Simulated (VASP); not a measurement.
# NaI (P6_3/mmc) in VASP: further runs

NaI is run at these levels: PBE, r2SCAN; tasks: single point.

Everything below comes from runs of VASP 6.6.1. Logs are shortened: lines on timing, memory, paths and dates and some standing lists are left out, and cuts for length are marked.

**1. The cell of the first run**

The structure is hexagonal, space group P6_3/mmc (No. 194). The conventional cell has a = 4.661 Å, b = 4.661 Å, c = 7.523 Å, α = 90.00°, β = 90.00°, γ = 120.00°. Within 4.3 Å of Na (site symmetry -3m) lie 6 I at 3.28 Å and 2 Na at 3.76 Å. I (site symmetry -6m2) has 6 Na at 3.28 Å within 4.3 Å.

**2. Single point, PBE (epitaxial xy strain +3.5%)**

The input, INCAR:

```
SYSTEM = NaI
PREC = Accurate ; ENCUT = 500
EDIFF = 1E-6 ; ISMEAR = -1
SIGMA = 0.02 ; LREAL = .False.
LASPH = .True. ; NELM = 120
ALGO = Normal ; ISIF = 2
LWAVE = .False. ; LCHARG = .True.
GGA = PE ; LELF = .True.
LVHAR = .True. ; NBANDS = 22
GGA_COMPAT = .False.
```

The input, KPOINTS:

```
regular mesh
0
Gamma
  6 6 4
  0 0 0
```

The input, POSCAR:

```
NaI
1.0
    4.6609567128      0.0000000000      0.0000000000
   -2.3304783564      4.0365069192      0.0000000000
    0.0000000000      0.0000000000      7.5234635867
Na I
2 2
Direct
    0.0000000000      0.0000000000      0.0000000000
    0.0000000000      0.0000000000      0.5000000000
    0.3333333333      0.6666666667      0.2500000000
    0.6666666667      0.3333333333      0.7500000000
```

Potentials or basis: VASP PAW PBE potentials, release 64 (Na_pv, I).

Command:

```
> cat potpaw_PBE.64/Na_pv/POTCAR potpaw_PBE.64/I/POTCAR > POTCAR
> mpirun -np 1 vasp_std > vasp.out
```

OUTCAR:

```text
SYSTEM = NaI
   PREC = Accurate
   ENCUT = 500
   EDIFF = 1E-6
   ISMEAR = -1
   LREAL = .False.
   LASPH = .True.
   NELM = 120
   ISIF = 2
   GGA = PE

 ion  position               nearest neighbor table
   1  0.000  0.000  0.000-
   2  0.000  0.000  0.500-
   3  0.333  0.667  0.250-
   4  0.667  0.333  0.750-

  LATTYP: Found a hexagonal cell.
 ALAT       =     4.6609567128
 C/A-ratio  =     1.6141457753

  Lattice vectors:

 A1 = (   4.6609567128,   0.0000000000,   0.0000000000)
 A2 = (  -2.3304783564,   4.0365069192,   0.0000000000)
 A3 = (   0.0000000000,   0.0000000000,   7.5234635867)

Analysis of symmetry for initial positions (statically):
=====================================================================
 Subroutine PRICEL returns:
 Original cell was already a primitive cell.

 Routine SETGRP: Setting up the symmetry group for a
 hexagonal supercell.

 Subroutine GETGRP returns: Found 24 space group operations
 (whereof 12 operations were pure point group operations)
 out of a pool of 24 trial point group operations.

The static configuration has the point symmetry D_3d.
 The point group associated with its full space group is D_6h.

Analysis of symmetry for dynamics (positions and initial velocities):
=====================================================================
 Subroutine PRICEL returns:
 Original cell was already a primitive cell.

 Routine SETGRP: Setting up the symmetry group for a
 hexagonal supercell.

 Subroutine GETGRP returns: Found 24 space group operations
 (whereof 12 operations were pure point group operations)
 out of a pool of 24 trial point group operations.

The dynamic configuration has the point symmetry D_3d.
 The point group associated with its full space group is D_6h.

 Subroutine INISYM returns: Found 24 space group operations
 (whereof 12 operations are pure point group operations),
 and found     1 'primitive' translations

----------------------------------------------------------------------------------------

                                     Primitive cell

  volume of cell :     141.5463

  direct lattice vectors                    reciprocal lattice vectors
     4.660956713  0.000000000  0.000000000     0.214548227  0.123869477  0.000000000
    -2.330478356  4.036506919  0.000000000     0.000000000  0.247738954  0.000000000
     0.000000000  0.000000000  7.523463587     0.000000000  0.000000000  0.132917504

  length of vectors
     4.660956713  4.660956713  7.523463587     0.247738954  0.247738954  0.132917504

  position of ions in fractional coordinates (direct lattice)
     0.000000000  0.000000000  0.000000000
     0.000000000  0.000000000  0.500000000
     0.333333333  0.666666667  0.250000000
     0.666666667  0.333333333  0.750000000

  ion indices of the primitive-cell ions
   primitive index   ion index
                 1           1
                 2           2
                 3           3
                 4           4

----------------------------------------------------------------------------------------

 KPOINTS: regular mesh

Automatic generation of k-mesh.
 Grid dimensions read from file:
 generate k-points for:    6    6    4

 Generating k-lattice:

  Cartesian coordinates                     Fractional coordinates (reciprocal lattice)
     0.035758038  0.020644913  0.000000000     0.166666667 -0.000000000  0.000000000
     0.000000000  0.041289826  0.000000000     0.000000000  0.166666667  0.000000000
     0.000000000  0.000000000  0.033229376     0.000000000  0.000000000  0.250000000

  Length of vectors
     0.041289826  0.041289826  0.033229376

  Shift w.r.t. Gamma in fractional coordinates (k-lattice)
     0.000000000  0.000000000  0.000000000

 Subroutine IBZKPT returns following result:
 ===========================================

 Found     21 irreducible k-points:

 Following reciprocal coordinates:
            Coordinates               Weight
  0.000000  0.000000  0.000000      1.000000
  0.166667  0.000000  0.000000      6.000000
  0.333333  0.000000  0.000000      6.000000
  0.500000  0.000000  0.000000      3.000000
  0.166667  0.166667  0.000000      6.000000
  0.333333  0.166667  0.000000     12.000000
[... 13 lines left out ...]
  0.333333  0.166667  0.500000     12.000000
  0.333333  0.333333  0.500000      2.000000
   k-points           NKPTS =     21   k-points in BZ     NKDIM =     21   number of bands    NBANDS=     22
   number of dos      NEDOS =    301   number of ions     NIONS =      4
   total plane-waves  NPLWV =  72576
   dimension x,y,z NGX =    36 NGY =   36 NGZ =   56
   dimension x,y,z NGXF=    72 NGYF=   72 NGZF=  112
   ions per type =               2   2
   NGX,Y,Z   is equivalent  to a cutoff of  12.84, 12.84, 12.37 a.u.
   NGXF,Y,Z  is equivalent  to a cutoff of  25.68, 25.68, 24.75 a.u.
 SYSTEM =  NaI
   PREC   = accura    normal or accurate (medium, high low for compatibility)
   ISTART =      0    job   : 0-new  1-cont  2-samecut
   ICHARG =      2    charge: 1-file 2-atom 10-const
   ISPIN  =      1    spin polarized calculation?
   LNONCOLLINEAR =      F non collinear calculations
   LSORBIT =      F    spin-orbit coupling
   LASPH  =      T    aspherical Exc in radial PAW
   ENCUT  =  500.0 eV  36.75 Ry    6.06 a.u.   8.50  8.50 13.72*2*pi/ulx,y,z
   NELM   =    120;   NELMIN=  2; NELMDL= -5     # of ELM steps
   EDIFF  = 0.1E-05   stopping-criterion for ELM
   LREAL  =      F    real-space projection
   EDIFFG = 0.1E-04   stopping-criterion for IOM
   NSW    =      0    number of steps for IOM
   IBRION =     -1    ionic relax: 0-MD 1-quasi-New 2-CG
   NFREE  =      0    steps in history (QN), initial steepest desc. (CG)
   ISIF   =      2    stress and relaxation
   ISYM   =      2    0-nonsym 1-usesym 2-fastsym
   POTIM  = 0.5000    time-step for ionic-motion
   TEBEG  =    0.0;   TEEND  =   0.0 temperature during run
   PSTRESS=    0.0 pullay stress
   NELECT =      28.0000    total number of electrons
   NUPDOWN=      -1.0000    fix difference up-down
   EMIN   =  10.00;   EMAX   =-10.00  energy-range for DOS
   EFERMI =   0.00;   METHOD = LEGACY
   ISMEAR =    -1;   SIGMA  =   0.02  broadening in eV -4-tet -1-fermi 0-gaus
   EFERMI_NEDOS =   21; number of points for ismear=-14 and -15
   IALGO  =     38    algorithm
   IMIX   =      4    mixing-type and parameters
     AMIX     =   0.40;   BMIX     =  1.00
     AMIX_MAG =   1.60;   BMIX_MAG =  1.00
  volume/ion in A,a.u.               =      35.39       238.80
  Fermi-wavevector in a.u.,A,eV,Ry     =   0.953882  1.802576 12.379816  0.909891
  Thomas-Fermi vector in A             =   2.082578
   LORBIT       =      0    0 simple, 1 ext, 2 COOP (PROOUT), +10 PAW based schemes
   GGA     = PE    functional components
   LHFCALC =     F    Hartree Fock is set to
   AEXX    =    0.0000 exact exchange contribution
   IVDW    =     0    specifies the selected vdW correction
   LEPSILON=     F    determine dielectric tensor
   LRPA    =     F    only Hartree local field effects (RPA)
 non-spin polarized calculation
  energy-cutoff  :      500.00
  volume of cell :      141.55
 maximum number of plane-waves:      3652
 NGX is ok and might be reduce to    36
   NGX = 17   NGY = 17   NGZ = 27

 number of electron      27.9999983 magnetization

 Free energy of the ion-electron system (eV)
  ---------------------------------------------------
  ext. energy  EPLUGINS =         0.00000000
  ---------------------------------------------------
  free energy    TOTEN  =       -10.71340092 eV

  energy without entropy =      -10.71340092  energy(sigma->0) =      -10.71340092

 E-fermi :   0.9543     XC(G=0):  -7.5270

 val. band max:        0.5424983296   @ k =   0.0000   0.0000   0.0000
 cond. band min:       3.9970806388   @ k =   0.0000   0.0000   0.0000
 fundamental gap:      3.4545823092
 Fermi energy:         0.9542959080

 k-point     1 :       0.0000    0.0000    0.0000
  band No.  band energies     occupation
      1     -22.0304      2.00000
      2     -22.0119      2.00000
      3     -22.0079      2.00000
      4     -22.0079      2.00000
      5     -22.0059      2.00000
      6     -22.0059      2.00000
[... 14 lines left out ...]
     21       8.7766      0.00000
     22       9.1102      0.00000

 k-point     2 :       0.1667    0.0000    0.0000
  band No.  band energies     occupation
      1     -22.0301      2.00000
      2     -22.0119      2.00000
      3     -22.0087      2.00000
      4     -22.0080      2.00000
      5     -22.0066      2.00000
      6     -22.0061      2.00000
[... 14 lines left out ...]
     21       8.6992      0.00000
     22       8.9322      0.00000

 k-point     3 :       0.3333    0.0000    0.0000
  band No.  band energies     occupation
      1     -22.0296      2.00000
      2     -22.0117      2.00000
      3     -22.0103      2.00000
      4     -22.0084      2.00000
      5     -22.0078      2.00000
      6     -22.0063      2.00000
[... 14 lines left out ...]
     21       8.6187      0.00000
     22      10.0575      0.00000

 k-point     4 :       0.5000    0.0000    0.0000
  band No.  band energies     occupation
      1     -22.0293      2.00000
      2     -22.0116      2.00000
      3     -22.0112      2.00000
      4     -22.0086      2.00000
      5     -22.0084      2.00000
      6     -22.0065      2.00000
[... 14 lines left out ...]
     21       8.8475      0.00000
     22      10.8936      0.00000

 k-point     5 :       0.1667    0.1667    0.0000
  band No.  band energies     occupation
      1     -22.0297      2.00000
      2     -22.0117      2.00000
      3     -22.0098      2.00000
      4     -22.0085      2.00000
      5     -22.0074      2.00000
      6     -22.0064      2.00000
[... 342 lines left out ...]
 k-point    19 :       0.1667    0.1667    0.5000
  band No.  band energies     occupation
      1     -22.0207      2.00000
      2     -22.0207      2.00000
      3     -22.0086      2.00000
      4     -22.0086      2.00000
      5     -22.0074      2.00000
      6     -22.0074      2.00000
[... 14 lines left out ...]
     21       8.8307      0.00000
     22       8.8307      0.00000

 k-point    20 :       0.3333    0.1667    0.5000
  band No.  band energies     occupation
      1     -22.0205      2.00000
      2     -22.0205      2.00000
      3     -22.0094      2.00000
      4     -22.0094      2.00000
      5     -22.0079      2.00000
      6     -22.0079      2.00000
[... 14 lines left out ...]
     21       9.0501      0.00000
     22       9.0501      0.00000

 k-point    21 :       0.3333    0.3333    0.5000
  band No.  band energies     occupation
      1     -22.0204      2.00000
      2     -22.0204      2.00000
      3     -22.0090      2.00000
      4     -22.0090      2.00000
      5     -22.0087      2.00000
      6     -22.0087      2.00000
[... 14 lines left out ...]
     21       8.7084      0.00000
     22       8.7084      0.00000

------------------------ aborting loop because EDIFF is reached ----------------------------------------

  FORCE on cell =-STRESS in cart. coord.  units (eV):
  Direction    XX          YY          ZZ          XY          YZ          ZX
  --------------------------------------------------------------------------------------
  -------------------------------------------------------------------------------------
  Total       -0.4957519     -0.4957519      0.3901919      0.0000000     -0.0000000      0.0000000
  in kB       -5.6114669     -5.6114669      4.4166225      0.0000000     -0.0000000      0.0000000
  external PRESSURE =      -2.2687704 kB  Pullay stress =       0.0000000 kB

 VOLUME and BASIS-vectors are now :
 -----------------------------------------------------------------------------
  energy-cutoff  :      500.00
  volume of cell :      141.55
      direct lattice vectors                 reciprocal lattice vectors
     4.660956713  0.000000000  0.000000000     0.214548227  0.123869477  0.000000000
    -2.330478356  4.036506919  0.000000000     0.000000000  0.247738954  0.000000000
     0.000000000  0.000000000  7.523463587     0.000000000  0.000000000  0.132917504

 POSITION                                       TOTAL-FORCE (eV/Angst)
 -----------------------------------------------------------------------------------
      0.00000      0.00000      0.00000         0.000000      0.000000      0.000000
      0.00000      0.00000      3.76173         0.000000      0.000000      0.000000
     -0.00000      2.69100      1.88087         0.000000     -0.000000     -0.000000
      2.33048      1.34550      5.64260        -0.000000      0.000000      0.000000
 -----------------------------------------------------------------------------------
    total drift:                               -0.000000      0.000000     -0.000000

  FREE ENERGIE OF THE ION-ELECTRON SYSTEM (eV)
  ---------------------------------------------------
  free  energy   TOTEN  =       -10.7134009231 eV

  energy  without entropy=      -10.7134009231  energy(sigma->0) =      -10.71340092
```

Wall time 74 s (1 thread of AMD EPYC 7R43 (Zen 3), shared host); peak memory 0.22 GiB.

What came out:

```
Free energy            : -10.7134 eV
Pressure               : -0.2 GPa
Band gap on the k mesh : 3.45 eV
```

Stress tensor (GPa, compression positive):
```
-0.56  0.00  0.00
 0.00 -0.56  0.00
 0.00  0.00  0.44
```

Levels at points of the mesh, in eV from the valence-band top:
| k point | band 10 | band 11 | band 12 | band 13 | band 14 | band 15 | band 16 | band 17 | band 18 | band 19 |
| --- | --- | --- | --- | --- | --- | --- | --- | --- | --- | --- |
| (0.00, 0.00, 0.00) | -0.32 | -0.32 | -0.06 | -0.06 | 0.00 | 3.45 | 5.00 | 7.50 | 7.64 | 7.64 |
| (0.50, 0.00, 0.00) | -1.48 | -1.14 | -0.74 | -0.57 | -0.30 | 5.12 | 5.43 | 5.44 | 7.36 | 7.88 |
| (0.00, 0.00, 0.50) | -1.21 | -0.19 | -0.19 | -0.19 | -0.19 | 4.68 | 4.68 | 7.47 | 7.47 | 7.57 |
| (0.50, 0.00, 0.50) | -1.92 | -0.55 | -0.55 | -0.54 | -0.54 | 4.94 | 4.94 | 6.31 | 6.31 | 8.58 |

Caveat: the cell differs from its parent crystal (epitaxial xy strain +3.5%); spin-orbit coupling is left out, which moves the levels of the heavy elements. A k mesh can miss the band edges.

**3. Single point, r2SCAN (epitaxial xy strain +3.5%)**

POSCAR is that of step 2.

The input, INCAR.step1:

```
PREC = Accurate ; ENCUT = 550
ISMEAR = 0 ; SIGMA = 0.01
LREAL = False ; LASPH = True
NELM = 120 ; NBANDS = 22
GGA = PE ; ALGO = Normal
EDIFF = 1E-5 ; LWAVE = True
LCHARG = False ; GGA_COMPAT = False
```

The input, INCAR.step2:

```
PREC = Accurate ; ENCUT = 550
EDIFF = 1E-6 ; ISMEAR = 0
SIGMA = 0.01 ; LREAL = False
LASPH = True ; NELM = 120
ALGO = Normal ; ISIF = 2
LWAVE = False ; LCHARG = False
METAGGA = R2SCAN ; LMIXTAU = True
NBANDS = 22 ; ISTART = 1
GGA_COMPAT = False
```

The input, KPOINTS:

```
regular mesh
0
Gamma
  6 6 4
```

Potentials or basis: VASP PAW PBE potentials, release 64 (Na_pv, I).

Command:

```
> cat potpaw_PBE.64/Na_pv/POTCAR potpaw_PBE.64/I/POTCAR > POTCAR
> cp INCAR.step1 INCAR
> mpirun -np 1 vasp_std > vasp.out
> cp INCAR.step2 INCAR
> mpirun -np 1 vasp_std > vasp.out
```

It took 5.9 min on 1 thread of AMD EPYC 7R43 (Zen 3), shared host; peak memory 0.28 GiB.

Results (log left out):

```
Free energy            : -62.0867 eV
Pressure               : -0.8 GPa
Band gap on the k mesh : 4.24 eV
```

Stress tensor (GPa, compression positive):
```
-1.14  0.00  0.00
 0.00 -1.14  0.00
 0.00  0.00 -0.11
```

Levels at points of the mesh, in eV from the valence-band top:
```csv
k point,band 12,band 13,band 14,band 15,band 16,band 17
"(0.00, 0.00, 0.00)",-0.06,-0.06,0.00,4.24,5.59,8.05
"(0.50, 0.00, 0.00)",-0.76,-0.58,-0.32,5.70,6.04,6.15
"(0.00, 0.00, 0.50)",-0.20,-0.20,-0.20,5.40,5.40,8.13
"(0.50, 0.00, 0.50)",-0.56,-0.55,-0.55,5.62,5.62,6.82
```

Caveat: the cell differs from its parent crystal (epitaxial xy strain +3.5%); the PAW data sets were made with another functional, which shifts forces and pressure a little; spin-orbit coupling is left out, which moves the levels of the heavy elements.
